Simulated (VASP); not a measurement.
Sb, 1 atom in the cell. The structure is cubic, space group Pm-3m (No. 221). Conventional cell: a = 3.160 Å, b = 3.160 Å, c = 3.160 Å, α = 90.00°, β = 90.00°, γ = 90.00°. Within 4.2 Å of Sb (site symmetry m-3m) lie 6 Sb at 3.16 Å. 

| Item | Value |
| --- | --- |
| Program | VASP 6.6.1 |
| Task | density of states |
| Functional | PBE |
| Potentials or basis | VASP PAW PBE potentials, release 64 (Sb) |
| Cutoff | 400 eV |
| k mesh | 10 × 10 × 10 |
| Occupations | gaussian, width 0.05 eV |
| Spin | no spin polarisation |
| Dipole correction | no |
| k mesh for the DOS | 15 × 15 × 15 |
| Occupations for the DOS | tetrahedron |
| Further INCAR settings | ALGO = Normal; EDIFF = 1e-06; NBANDS = 8 |

Potentials or basis: VASP PAW PBE potentials, release 64 (Sb).

Command:

```bash
$ cat potpaw_PBE.64/Sb/POTCAR > POTCAR
$ cp INCAR.step1 INCAR
$ cp KPOINTS.step1 KPOINTS
$ mpirun -np 1 vasp_std > vasp.out
$ cp INCAR.step2 INCAR
$ cp KPOINTS.step2 KPOINTS
$ mpirun -np 1 vasp_std > vasp.out
```

Hardware: 1 thread of Intel(R) Xeon(R) Platinum 8559C (Emerald Rapids), with other jobs on the host.

**Question.** How long does it take, and how much memory?

**Answer.** Wall time 11 s on 1 thread of Intel(R) Xeon(R) Platinum 8559C (Emerald Rapids), with other jobs on the host, peak memory 0.14 GiB. Counts: k points 120.
